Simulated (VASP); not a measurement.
Wanted: the native input for a VASP 6.6.1 run.

- Task: single point
- Functional: PBEsol
- Potentials or basis: VASP PAW PBE potentials, release 64 (Si, C)
- Cutoff: 520 eV
- k mesh: 10 × 10 × 10
- Occupations: gaussian, width 0.05 eV
- Spin: no spin polarisation
- Dipole correction: no
- Further INCAR settings: ALGO = Normal; EDIFF = 1e-06; NBANDS = 11

The structure of SiC lies in POSCAR:

```
SiC
1.0
    0.0000000000      2.1783945700      2.1783945700
    2.1783945700      0.0000000000      2.1783945700
    2.1783945700      2.1783945700      0.0000000000
Si C
1 1
Direct
    0.0000000000      0.0047117196      0.0000000000
    0.7500000000      0.7389827122      0.7500000000
```

This cell differs from its parent crystal: mode 4 frozen in at -0.024 Å and mode 5 at -0.024 Å (largest displacements).

One way to write it, as run:

INCAR

```
PREC = Accurate
ENCUT = 520
EDIFF = 1E-6
ISMEAR = 0
SIGMA = 0.05
LREAL = False
LASPH = True
NELM = 100
ALGO = Normal
ISIF = 2
LWAVE = False
LCHARG = False
GGA = PS
NBANDS = 11
```

KPOINTS

```
Automatic mesh
0
Gamma
  10 10 10
```

Potentials or basis: VASP PAW PBE potentials, release 64 (Si, C).

Command:

```console
$ cat potpaw_PBE.64/Si/POTCAR potpaw_PBE.64/C/POTCAR > POTCAR
$ mpirun -np 1 vasp_std > vasp.out
```

It gave:

The pressure is 0.6 GPa. The largest force is 0.936 eV/Å. The band gap on the k mesh is 1.00 eV, indirect (least direct gap 4.35 eV).

Caveat: the cell differs from its parent crystal (mode 4 frozen in at -0.024 Å and mode 5 at -0.024 Å (largest displacements)); the PAW data sets were made with another functional, which shifts forces and pressure a little.

It took 14 s on 1 thread of Intel(R) Xeon(R) 6975P-C (Granite Rapids) (shared host), peak memory 0.17 GiB.
